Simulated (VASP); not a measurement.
Wanted: the native input for a VASP 6.6.1 run.

```
Task                   : single point
Functional             : r2SCAN
Potentials or basis    : VASP PAW PBE potentials, release 64 (Al)
Cutoff                 : 520 eV
k mesh                 : 18 × 18 × 18
Occupations            : gaussian, width 0.05 eV
Spin                   : no spin polarisation
Dipole correction      : no
Further INCAR settings : ALGO = Normal; EDIFF = 1e-06; NBANDS = 8
```

Al:

```
Al
1.0
     0.00000    2.00886    2.00886
     2.00886    0.00000    2.00886
     2.00886    2.00886    0.00000
Al
1
Direct
  0.00000 0.00000 0.00000
```

This cell differs from its parent crystal: volume scaled by 1.020.

These files were run (other wordings do the same):

POSCAR

```
Al
1.0
    0.0000000000      2.0088600620      2.0088600620
    2.0088600620      0.0000000000      2.0088600620
    2.0088600620      2.0088600620      0.0000000000
Al
1
Direct
    0.0000000000      0.0000000000      0.0000000000
```

INCAR.step1

```
SYSTEM = Al
ALGO     = Normal         ! electronic algorithm
EDIFF    = 1E-4           ! SCF threshold, eV
ENCUT    = 520            ! plane-wave cutoff, eV
GGA      = PE             ! functional
ISMEAR   = 0              ! smearing method
LASPH    = .TRUE.         ! aspherical terms in the spheres
LCHARG   = .FALSE.        ! write CHGCAR
LREAL    = .FALSE.        ! projectors in reciprocal space
LWAVE    = .TRUE.         ! write WAVECAR
NBANDS   = 8              ! bands
NELM     = 60             ! most SCF steps
PREC     = Accurate       ! precision mode
SIGMA    = 0.05           ! smearing width, eV
```

INCAR.step2

```
SYSTEM = Al
ALGO     = Normal         ! electronic algorithm
EDIFF    = 1E-6           ! SCF threshold, eV
ENCUT    = 520            ! plane-wave cutoff, eV
ISIF     = 2              ! what is computed and relaxed
ISMEAR   = 0              ! smearing method
ISTART   = 1            
LASPH    = .TRUE.         ! aspherical terms in the spheres
LCHARG   = .FALSE.        ! write CHGCAR
LMIXTAU  = .TRUE.       
LREAL    = .FALSE.        ! projectors in reciprocal space
LWAVE    = .FALSE.        ! write WAVECAR
METAGGA  = R2SCAN         ! meta-GGA
NBANDS   = 8              ! bands
NELM     = 60             ! most SCF steps
PREC     = Accurate       ! precision mode
SIGMA    = 0.05           ! smearing width, eV
```

KPOINTS

```
k-points
0
G
  18 18 18
  0 0 0
```

Potentials or basis: VASP PAW PBE potentials, release 64 (Al).

The run is started by

```bash
$ cat potpaw_PBE.64/Al/POTCAR > POTCAR
$ cp INCAR.step1 INCAR
$ mpirun -np 1 vasp_std > vasp.out
$ cp INCAR.step2 INCAR
$ mpirun -np 1 vasp_std > vasp.out
```

It gave:

The pressure is -2.0 GPa.

Caveat: the PAW data sets were made with another functional, which shifts forces and pressure a little.

Wall time 71 s on 1 thread of Intel(R) Xeon(R) Platinum 8259CL CPU @ 2.50GHz (Skylake/Cascade Lake), with other jobs on the host, peak memory 0.15 GiB.
